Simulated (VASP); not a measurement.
Input of a VASP 6.6.1 run:

File INCAR:

```
ALGO = Normal ; EDIFF = 1E-6
EDIFFG = -0.05 ; ENCUT = 600
GGA = PS ; IBRION = 2
ISIF = 3 ; ISMEAR = 0
LASPH = True ; LCHARG = False
LREAL = False ; LWAVE = False
NELM = 80 ; NSW = 80
PREC = Accurate ; SIGMA = 0.1
```

Contents of KPOINTS:

```
k-points
0
Gamma
  6 6 4
```

Contents of POSCAR:

```
Zr
1.0
    3.0485661379      0.0000000000      0.0000000000
   -1.5242830689      2.6401357206      0.0000000000
    0.0000000000      0.0000000000      4.8196394144
Zr
2
Direct
    0.3333333333      0.6666666667      0.2500000000
    0.6666666667      0.3333333333      0.7500000000
```

Potentials or basis: VASP PAW PBE potentials, release 64 (Zr_sv).

Run with:

```console
$ cat potpaw_PBE.64/Zr_sv/POTCAR > POTCAR
$ mpirun -np 1 vasp_std > vasp.out
```

What does it give for the relaxed volume?

22.42 Å³/atom.

What does it give for the band gap on the k mesh?

Zero (band 12 reaches 10.17 eV, above the bottom of band 13 at 9.31 eV).

Predict the space group after relaxing (to 0.05 Å).

P6_3/mmc (No. 194).

Stress tensor (GPa, compression positive):
```
-0.13  0.00  0.00
 0.00 -0.13  0.00
 0.00  0.00  0.32
```

Caveat: the k points lie up to 0.38 Å⁻¹ apart in the final cell; the volume moved by over 15 % at a fixed basis, so the end points are rough; the PAW data sets were made with another functional, which shifts forces and pressure a little.
